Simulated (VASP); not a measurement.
# GdN (P-6m2) in VASP: further runs

The runs below take GdN through single point, with LDA+U.

All numbers are computed with VASP 6.6.1; they aren't measurements. Logs are shortened: lines on timing, memory, paths and dates and some standing lists are left out, and cuts for length are marked.

## 1. The cell of the first run

Symmetry: P-6m2, No. 187, hexagonal system. Conventional cell: a = 3.339 Å, b = 3.339 Å, c = 3.038 Å, α = 90.00°, β = 90.00°, γ = 120.00°. Within 3.2 Å of Gd (site symmetry -6m2) lie 6 N at 2.45 Å and 2 Gd at 3.04 Å. N (site symmetry -6m2) has 6 Gd at 2.45 Å and 2 N at 3.04 Å within 3.2 Å.

## 2. Single point, LDA+U, collinear spin, ferromagnetic start

INCAR reads:

```
SYSTEM = GdN
PREC = Accurate
ENCUT = 520
EDIFF = 1E-7
ISMEAR = 0
SIGMA = 0.05
LREAL = .FALSE.
LASPH = .TRUE.
NELM = 150
ALGO = Normal
ISIF = 2
LWAVE = .FALSE.
LCHARG = .FALSE.
ISPIN = 2
MAGMOM = 0.5 0
LORBIT = 11
LMAXMIX = 6
LDAU = .TRUE.
LDAUTYPE = 2
LDAUL = 3 -1
LDAUU = 6 0
LDAUJ = 0 0
LDAUPRINT = 1
GGA = CA
NBANDS = 22
```

KPOINTS reads:

```
regular mesh
0
G
  5 5 5
  0 0 0
```

POSCAR reads:

```
GdN
1.0
    3.3394229375      0.0000000000      0.0000000000
   -1.6697114688      2.8920250979      0.0000000000
    0.0000000000      0.0000000000      3.0379470730
Gd N
1 1
Direct
    0.0000000000      0.0000000000      0.0000000000
    0.6666666667      0.3333333333      0.5000000000
```

Potentials or basis: VASP PAW PBE potentials, release 64 (Gd, N).

On the command line:

```console
cat potpaw_PBE.64/Gd/POTCAR potpaw_PBE.64/N/POTCAR > POTCAR
mpirun -np 1 vasp_std > vasp.out
```

OUTCAR:

```text
SYSTEM = GdN
   PREC = Accurate
   ENCUT = 520
   EDIFF = 1E-7
   ISMEAR = 0
   LREAL = .FALSE.
   LASPH = .TRUE.
   NELM = 150
   ISIF = 2
   ISPIN = 2
   LORBIT = 11
   GGA = CA

 ion  position               nearest neighbor table
   1  0.000  0.000  0.000-   2 2.45   2 2.45   2 2.45   2 2.45   2 2.45   2 2.45
   2  0.667  0.333  0.500-   1 2.45   1 2.45   1 2.45   1 2.45   1 2.45   1 2.45

  LATTYP: Found a hexagonal cell.
 ALAT       =     3.3394229375
 C/A-ratio  =     0.9097221675

  Lattice vectors:

 A1 = (   3.3394229375,   0.0000000000,   0.0000000000)
 A2 = (  -1.6697114688,   2.8920250979,   0.0000000000)
 A3 = (   0.0000000000,   0.0000000000,   3.0379470730)

Analysis of symmetry for initial positions (statically):
=====================================================================
 Subroutine PRICEL returns:
 Original cell was already a primitive cell.

 Routine SETGRP: Setting up the symmetry group for a
 hexagonal supercell.

 Subroutine GETGRP returns: Found 12 space group operations
 (whereof 12 operations were pure point group operations)
 out of a pool of 24 trial point group operations.

The static configuration has the point symmetry D_3h.

Analysis of symmetry for dynamics (positions and initial velocities):
=====================================================================
 Subroutine PRICEL returns:
 Original cell was already a primitive cell.

 Routine SETGRP: Setting up the symmetry group for a
 hexagonal supercell.

 Subroutine GETGRP returns: Found 12 space group operations
 (whereof 12 operations were pure point group operations)
 out of a pool of 24 trial point group operations.

The dynamic configuration has the point symmetry D_3h.

Analysis of structural, dynamic, and magnetic symmetry:
=====================================================================
 Subroutine PRICEL returns:
 Original cell was already a primitive cell.

 Routine SETGRP: Setting up the symmetry group for a
 hexagonal supercell.

 Subroutine GETGRP returns: Found 12 space group operations
 (whereof 12 operations were pure point group operations)
 out of a pool of 24 trial point group operations.

The overall configuration has the point symmetry D_3h.

 Subroutine INISYM returns: Found 12 space group operations
 (whereof 12 operations are pure point group operations),
 and found     1 'primitive' translations

----------------------------------------------------------------------------------------

                                     Primitive cell

  volume of cell :      29.3396

  direct lattice vectors                    reciprocal lattice vectors
     3.339422938  0.000000000  0.000000000     0.299452935  0.172889233  0.000000000
    -1.669711469  2.892025098  0.000000000     0.000000000  0.345778465  0.000000000
     0.000000000  0.000000000  3.037947073     0.000000000  0.000000000  0.329169658

[... 116 lines left out ...]
 number of electron      22.9999998 magnetization      -0.1583422

atom =   1  type =  1  l = 3

 onsite density matrix

spin component  1

  0.9891  0.0000  0.0000  0.0000  0.0000  0.0000  0.0000
  0.0000  0.9939 -0.0000  0.0000  0.0000 -0.0000  0.0000
  0.0000 -0.0000  0.9911 -0.0000 -0.0000 -0.0000 -0.0000
  0.0000  0.0000 -0.0000  0.9893  0.0000  0.0000 -0.0000
  0.0000  0.0000 -0.0000  0.0000  0.9911  0.0000  0.0000
  0.0000 -0.0000 -0.0000  0.0000  0.0000  0.9939 -0.0000
  0.0000  0.0000 -0.0000 -0.0000  0.0000 -0.0000  0.9898

spin component  2

  0.0040  0.0000  0.0000  0.0000  0.0000  0.0000  0.0000
  0.0000  0.0132  0.0000  0.0000 -0.0000 -0.0000 -0.0000
  0.0000  0.0000  0.0080 -0.0000 -0.0000  0.0000 -0.0000
  0.0000  0.0000 -0.0000  0.0061 -0.0000  0.0000 -0.0000
  0.0000 -0.0000 -0.0000 -0.0000  0.0080 -0.0000  0.0000
  0.0000 -0.0000  0.0000  0.0000 -0.0000  0.0132  0.0000
  0.0000 -0.0000 -0.0000 -0.0000  0.0000  0.0000  0.0049

 occupancies and eigenvectors

  o =  0.0040  v =  0.0000  0.0000  0.0000  0.0000  0.0000  0.0000  0.0000  1.0000 -0.0000 -0.0000  0.0000 -0.0000 -0.0000 -0.0000      0.0000  0.0000  0.0000  0.0000  0.0000  0.0000  0.0000  0.0000  0.0000  0.0000  0.0000  0.0000  0.0000  0.0000
  o =  0.0049  v =  0.0000  0.0000  0.0000  0.0000  0.0000  0.0000  0.0000  0.0000  0.0000  0.0000 -0.0000 -0.0000 -0.0000  1.0000      0.0000  0.0000  0.0000  0.0000  0.0000  0.0000  0.0000  0.0000  0.0000  0.0000  0.0000  0.0000  0.0000  0.0000
  o =  0.0061  v =  0.0000  0.0000  0.0000  0.0000  0.0000  0.0000  0.0000 -0.0000  0.0000 -0.0000 -1.0000 -0.0000  0.0000 -0.0000      0.0000  0.0000  0.0000  0.0000  0.0000  0.0000  0.0000  0.0000  0.0000  0.0000  0.0000  0.0000  0.0000  0.0000
  o =  0.0080  v =  0.0000  0.0000  0.0000  0.0000  0.0000  0.0000  0.0000 -0.0000 -0.0000 -0.4074  0.0000 -0.9133  0.0000 -0.0000      0.0000  0.0000  0.0000  0.0000  0.0000  0.0000  0.0000  0.0000  0.0000  0.0000  0.0000  0.0000  0.0000  0.0000
  o =  0.0080  v =  0.0000  0.0000  0.0000  0.0000  0.0000  0.0000  0.0000 -0.0000 -0.0000 -0.9133  0.0000  0.4074  0.0000  0.0000      0.0000  0.0000  0.0000  0.0000  0.0000  0.0000  0.0000  0.0000  0.0000  0.0000  0.0000  0.0000  0.0000  0.0000
  o =  0.0132  v =  0.0000  0.0000  0.0000  0.0000  0.0000  0.0000  0.0000  0.0000  0.0204  0.0000  0.0000 -0.0000  0.9998  0.0000      0.0000  0.0000  0.0000  0.0000  0.0000  0.0000  0.0000  0.0000  0.0000  0.0000  0.0000  0.0000  0.0000  0.0000
  o =  0.0132  v =  0.0000  0.0000  0.0000  0.0000  0.0000  0.0000  0.0000 -0.0000 -0.9998  0.0000 -0.0000  0.0000  0.0204 -0.0000      0.0000  0.0000  0.0000  0.0000  0.0000  0.0000  0.0000  0.0000  0.0000  0.0000  0.0000  0.0000  0.0000  0.0000
  o =  0.9891  v =  1.0000 -0.0000 -0.0000  0.0000 -0.0000 -0.0000 -0.0000  0.0000  0.0000  0.0000  0.0000  0.0000  0.0000  0.0000      0.0000  0.0000  0.0000  0.0000  0.0000  0.0000  0.0000  0.0000  0.0000  0.0000  0.0000  0.0000  0.0000  0.0000
  o =  0.9893  v = -0.0000 -0.0000 -0.0000  1.0000  0.0000 -0.0000  0.0000  0.0000  0.0000  0.0000  0.0000  0.0000  0.0000  0.0000      0.0000  0.0000  0.0000  0.0000  0.0000  0.0000  0.0000  0.0000  0.0000  0.0000  0.0000  0.0000  0.0000  0.0000
  o =  0.9898  v = -0.0000  0.0000 -0.0000  0.0000  0.0000 -0.0000 -1.0000  0.0000  0.0000  0.0000  0.0000  0.0000  0.0000  0.0000      0.0000  0.0000  0.0000  0.0000  0.0000  0.0000  0.0000  0.0000  0.0000  0.0000  0.0000  0.0000  0.0000  0.0000
  o =  0.9911  v = -0.0000 -0.0000 -0.4092  0.0000 -0.9125 -0.0000 -0.0000  0.0000  0.0000  0.0000  0.0000  0.0000  0.0000  0.0000      0.0000  0.0000  0.0000  0.0000  0.0000  0.0000  0.0000  0.0000  0.0000  0.0000  0.0000  0.0000  0.0000  0.0000
  o =  0.9911  v =  0.0000  0.0000  0.9125  0.0000 -0.4092 -0.0000 -0.0000  0.0000  0.0000  0.0000  0.0000  0.0000  0.0000  0.0000      0.0000  0.0000  0.0000  0.0000  0.0000  0.0000  0.0000  0.0000  0.0000  0.0000  0.0000  0.0000  0.0000  0.0000
  o =  0.9939  v =  0.0000  0.9998 -0.0000  0.0000  0.0000  0.0187  0.0000  0.0000  0.0000  0.0000  0.0000  0.0000  0.0000  0.0000      0.0000  0.0000  0.0000  0.0000  0.0000  0.0000  0.0000  0.0000  0.0000  0.0000  0.0000  0.0000  0.0000  0.0000
  o =  0.9939  v =  0.0000 -0.0187  0.0000  0.0000 -0.0000  0.9998 -0.0000  0.0000  0.0000  0.0000  0.0000  0.0000  0.0000  0.0000      0.0000  0.0000  0.0000  0.0000  0.0000  0.0000  0.0000  0.0000  0.0000  0.0000  0.0000  0.0000  0.0000  0.0000

 number of electron      23.0000001 magnetization       7.0161485

 Free energy of the ion-electron system (eV)
  ---------------------------------------------------
  ext. energy  EPLUGINS =         0.00000000
  ---------------------------------------------------
  free energy    TOTEN  =       -23.01631706 eV

  energy without entropy =      -23.01585917  energy(sigma->0) =      -23.01608811

 E-fermi :   4.1190     XC(G=0): -12.2182

 val. band max:        3.9692252901   @ k =   0.2000   0.0000   0.0000
 cond. band min:       4.1550043287   @ k =   0.2000   0.0000   0.0000
 fundamental gap:      0.1857790386
 Fermi energy:         4.1190191958

 spin component 1

 k-point     1 :       0.0000    0.0000    0.0000
  band No.  band energies     occupation
      1     -39.6877      1.00000
      2     -16.7665      1.00000
      3     -16.7665      1.00000
      4     -16.4900      1.00000
      5      -8.8868      1.00000
      6      -2.3682      1.00000
[... 364 lines left out ...]
     21      16.1964      0.00000
     22      16.9926      0.00000
 Fermi energy:         4.1190191958

 spin component 2

 k-point     1 :       0.0000    0.0000    0.0000
  band No.  band energies     occupation
      1     -36.8584      1.00000
      2     -14.6355      1.00000
      3     -14.6355      1.00000
      4     -14.3308      1.00000
      5      -8.8111      1.00000
      6       2.5111      1.00000
[... 364 lines left out ...]
     21      17.5148      0.00000
     22      18.0190      0.00000

------------------------ aborting loop because EDIFF is reached ----------------------------------------

  FORCE on cell =-STRESS in cart. coord.  units (eV):
  Direction    XX          YY          ZZ          XY          YZ          ZX
  --------------------------------------------------------------------------------------
  -------------------------------------------------------------------------------------
  Total        0.0483587      0.0483587      0.2606472     -0.0000000     -0.0000000      0.0000000
  in kB        2.6407782      2.6407782     14.2334444     -0.0000000     -0.0000000      0.0000000
  external PRESSURE =       6.5050002 kB  Pullay stress =       0.0000000 kB

 VOLUME and BASIS-vectors are now :
 -----------------------------------------------------------------------------
  energy-cutoff  :      520.00
  volume of cell :       29.34
      direct lattice vectors                 reciprocal lattice vectors
     3.339422938  0.000000000  0.000000000     0.299452935  0.172889233  0.000000000
    -1.669711469  2.892025098  0.000000000     0.000000000  0.345778465  0.000000000
     0.000000000  0.000000000  3.037947073     0.000000000  0.000000000  0.329169658

 POSITION                                       TOTAL-FORCE (eV/Angst)
 -----------------------------------------------------------------------------------
      0.00000      0.00000      0.00000        -0.000000      0.000000      0.000000
      1.66971      0.96401      1.51897         0.000000     -0.000000      0.000000
 -----------------------------------------------------------------------------------
    total drift:                                0.000000     -0.000000      0.000000

  FREE ENERGIE OF THE ION-ELECTRON SYSTEM (eV)
  ---------------------------------------------------
  free  energy   TOTEN  =       -23.0163170572 eV

  energy  without entropy=      -23.0158591716  energy(sigma->0) =      -23.01608811

 total charge

# of ion       s       p       d       f       tot
--------------------------------------------------
    1        2.043   5.617   0.623   6.987  15.271
    2        1.229   2.415   0.000   0.000   3.643
--------------------------------------------------
tot          3.272   8.031   0.623   6.987  18.914

 magnetization (x)

# of ion       s       p       d       f       tot
--------------------------------------------------
    1        0.000  -0.058   0.071   6.876   6.889
    2       -0.007  -0.063   0.000   0.000  -0.071
--------------------------------------------------
tot         -0.007  -0.121   0.071   6.876   6.818
```

Wall time 86 s (1 thread of AMD EPYC 9R45 (Zen 5), shared host); peak memory 0.13 GiB.

What came out:

* Free energy: -23.0163 eV
* Pressure: 0.7 GPa
* Band gap on the k mesh: zero (filled and empty bands overlap)
* Net moment: 7.02 μB per cell
* Site moments: Gd +6.89; N -0.07 μB
* Valence electrons inside the program's atomic spheres: Gd 15.27; N 3.64

Levels at points of the mesh, in eV from the Fermi level:
Spin up:
| k point | band 12 | band 13 | band 14 | band 15 | band 16 | band 17 | band 18 | band 19 |
| --- | --- | --- | --- | --- | --- | --- | --- | --- |
| (0.00, 0.00, 0.00) | -6.28 | -1.73 | -1.73 | -0.59 | 0.49 | 3.20 | 6.08 | 6.08 |
Spin down:
```
           k point  band 6  band 7  band 8  band 9  band 10  band 11
(0.00, 0.00, 0.00)   -1.61   -1.61    0.11    0.21     2.61     4.16
```

Eigenvalues of the final occupation matrices:
| site | spin | trace | eigenvalues |
| --- | --- | --- | --- |
| site 1 f | 1 | 6.94 | 0.99 0.99 0.99 0.99 0.99 0.99 0.99 |
| site 1 f | 2 | 0.06 | 0.00 0.00 0.01 0.01 0.01 0.01 0.01 |

Caveat: the k points lie up to 0.43 Å⁻¹ apart; the PAW data sets were made with another functional, which shifts forces and pressure a little; spin-orbit coupling is left out, which moves the levels of the heavy elements; a cell with one magnetic atom can't hold antiferromagnetic order, which such compounds often take. The state reached can hang on the start; a lower one may exist.

(Continued in part 2 of 3.)
